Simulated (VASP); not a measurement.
MgO:

```xyz
2
Lattice="0.0000 2.1471 2.2820 2.1471 0.0000 2.2820 2.1471 2.1471 0.0000" Properties=species:S:1:pos:R:3 pbc="T T T"
Mg    0.0000    0.0000    0.0000
O     1.0736    1.0736    1.1410
```

This cell differs from its parent crystal: biaxial xy strain -5.9%.

Base run:

| Item | Value |
| --- | --- |
| Program | VASP 6.6.1 |
| Functional | r2SCAN |
| Potentials or basis | VASP PAW PBE potentials, release 64 (Mg, O) |
| Cutoff | 520 eV |
| k mesh | 10 × 10 × 10 |
| Occupations | gaussian, width 0.01 eV |
| Spin | no spin polarisation |

Its results: band gap on the k mesh 5.00 eV, indirect (least direct gap 5.03 eV); pressure 19.0 GPa.

**Question.** The run is repeated on the same cell with these changes: functional from r2SCAN to HSE06; k mesh from 10 × 10 × 10 to 6 × 6 × 6. What comes out?

**Answer.** Band gap on the k mesh 5.97 eV, indirect (least direct gap 5.99 eV); pressure 19.5 GPa.

Several settings changed at once, so the effect can't be laid on one alone.

Caveats: the PAW data sets were made with another functional, which shifts forces and pressure a little.

A k mesh can miss the band edges.
